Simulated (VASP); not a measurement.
Crystal: SiC.

```
CELL_PARAMETERS angstrom
2.74252 0.00000 0.00000
0.00000 2.74252 0.00000
0.00000 0.00000 2.74252
ATOMIC_POSITIONS crystal
Si 0.00000 0.00000 0.00000
C 0.50000 0.50000 0.50000
```

- Program: VASP 6.6.1
- Task: relaxation of cell and atoms
- Functional: PBEsol
- Potentials or basis: VASP PAW PBE potentials, release 64 (Si, C)
- Cutoff: 600 eV
- k mesh: 8 × 8 × 8
- Occupations: fermi-dirac, width 0.03 eV
- Spin: no spin polarisation

At the start: pressure -18.3 GPa; volume 10.31 Å³/atom.

How do energy, volume and symmetry change on relaxing?

Over 5 steps the energy falls by 84.6 meV/atom and the volume is 8.99 Å³/atom (-12.8 %); space group Pm-3m (No. 221, to 0.05 Å).

Step by step:
```
step  energy change (eV)  largest force (eV/Å)  pressure (GPa)  volume (Å³)
   1              0.0000                0.0000          -18.32        20.63
   2             -0.1534                0.0000            7.83        17.30
   3             -0.1692                0.0000           -0.24        18.00
   4             -0.1692                0.0000            0.29        17.95
   5             -0.1692                0.0000           -0.13        17.99
```

Final structure:
```xyz
2
Lattice="2.6201 0.0000 0.0000 0.0000 2.6201 0.0000 0.0000 0.0000 2.6201" Properties=species:S:1:pos:R:3 pbc="T T T"
Si    0.0000    0.0000    2.6201
C     1.3100    1.3100    1.3100
```

Caveat: the PAW data sets were made with another functional, which shifts forces and pressure a little.
